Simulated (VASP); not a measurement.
Set up this calculation in VASP 6.6.1, as the native input.

```yaml
Task: single point
Functional: r2SCAN
Potentials_or_basis: VASP PAW PBE potentials, release 64 (Co, La, Cd)
Cutoff: 520 eV
k_mesh: 4 × 4 × 4
Occupations: fermi-dirac, width 0.1 eV
Spin: no spin polarisation
Dipole_correction: no
Further_INCAR_settings: ALGO = Normal; EDIFF = 1e-06; NBANDS = 42
```

LaCd3Co2:

```
Co La Cd
1.0
     2.82183    4.88755    0.00000
    -2.82183    4.88755    0.00000
     0.00000    0.00000    4.26054
Co La Cd
2 1 3
Cartesian
  0.0000 3.2584 0.0000
  0.0000 6.5167 0.0000
  0.0000 0.0000 0.0000
  0.0000 4.8875 2.1303
  1.4109 2.4438 2.1303
  -1.4109 2.4438 2.1303
```

One way to write it, as run:

POSCAR

```
LaCd3Co2
1.0
    2.8218268856      4.8875475360      0.0000000000
   -2.8218268856      4.8875475360      0.0000000000
    0.0000000000      0.0000000000      4.2605377199
Co La Cd
2 1 3
Direct
    0.3333333333      0.3333333333      0.0000000000
    0.6666666667      0.6666666667      0.0000000000
    0.0000000000      0.0000000000      0.0000000000
    0.5000000000      0.5000000000      0.5000000000
    0.5000000000      0.0000000000      0.5000000000
    0.0000000000      0.5000000000      0.5000000000
```

INCAR.step1

```
SYSTEM = LaCd3Co2
ALGO = Normal
EDIFF = 1E-4
ENCUT = 520
GGA = PE
ISMEAR = -1
LASPH = .True.
LCHARG = .False.
LREAL = .False.
LWAVE = .True.
NBANDS = 42
NELM = 60
PREC = Accurate
SIGMA = 0.1
```

INCAR.step2

```
SYSTEM = LaCd3Co2
ALGO = Normal
EDIFF = 1E-6
ENCUT = 520
ISIF = 2
ISMEAR = -1
ISTART = 1
LASPH = .True.
LCHARG = .True.
LELF = .True.
LMIXTAU = .True.
LREAL = .False.
LVHAR = .True.
LWAVE = .False.
METAGGA = R2SCAN
NBANDS = 42
NELM = 60
PREC = Accurate
SIGMA = 0.1
```

KPOINTS

```
k-points
0
Gamma
  4 4 4
  0 0 0
```

Potentials or basis: VASP PAW PBE potentials, release 64 (Co, La, Cd).

Launch:

```sh
$ cat potpaw_PBE.64/Co/POTCAR potpaw_PBE.64/La/POTCAR potpaw_PBE.64/Cd/POTCAR > POTCAR
$ cp INCAR.step1 INCAR
$ mpirun -np 1 vasp_std > vasp.out
$ cp INCAR.step2 INCAR
$ mpirun -np 1 vasp_std > vasp.out
```

It gave:

```json
{
 "Pressure": "0.7 GPa",
 "Band gap on the k mesh": "zero (an odd number of electrons rules out a gap without spin polarisation)"
}
```

Caveat: the k points lie up to 0.37 Å⁻¹ apart, too coarse for converged energies and pressures of a metal; the PAW data sets were made with another functional, which shifts forces and pressure a little; spin-orbit coupling is left out, which moves the levels of the heavy elements; the run has no spin polarisation, though such a crystal can be magnetic.

Wall time 3.7 min on 1 thread of Intel(R) Xeon(R) Platinum 8488C (Sapphire Rapids), on a shared host, peak memory 0.28 GiB.
